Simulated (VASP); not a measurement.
**TiPd3: single point with LDA**

Crystal: TiPd3.

```
CELL_PARAMETERS angstrom
3.82000 0.01910 0.01910
0.01910 3.82000 0.01910
0.01910 0.01910 3.82000
ATOMIC_POSITIONS crystal
Ti 0.00000 0.00000 0.00000
Pd 0.00000 0.50000 0.50000
Pd 0.50000 0.00000 0.50000
Pd 0.50000 0.50000 0.00000
```

This cell differs from its parent crystal: equal xy, yz and zx shear strains of +1 %.

* Program: VASP 6.6.1
* Task: single point
* Functional: LDA
* Potentials or basis: VASP PAW LDA potentials, release 64 (Ti_sv, Pd)
* Cutoff: 520 eV
* k mesh: 11 × 11 × 11
* Occupations: fermi-dirac, width 0.05 eV
* Spin: no spin polarisation

```
Pressure               : 2.8 GPa
Band gap on the k mesh : zero (bands 21 and 22 overlap by 1.36 eV)
```

Stress tensor (GPa, compression positive):
```
 2.82 -1.40 -1.40
-1.40  2.82 -1.40
-1.40 -1.40  2.82
```

Levels at points of the mesh, in eV from the Fermi level:
```csv
k point,band 17,band 18,band 19,band 20,band 21,band 22,band 23,band 24,band 25,band 26
"(0.00, 0.00, 0.00)",-1.14,-0.60,-0.60,-0.60,1.20,1.20,1.89,1.89,1.90,2.47
```

It took 92 s on 1 thread of Intel(R) Xeon(R) 6975P-C (Granite Rapids) (shared host), peak memory 0.29 GiB.

Caveat: the cell differs from its parent crystal (equal xy, yz and zx shear strains of +1 %).
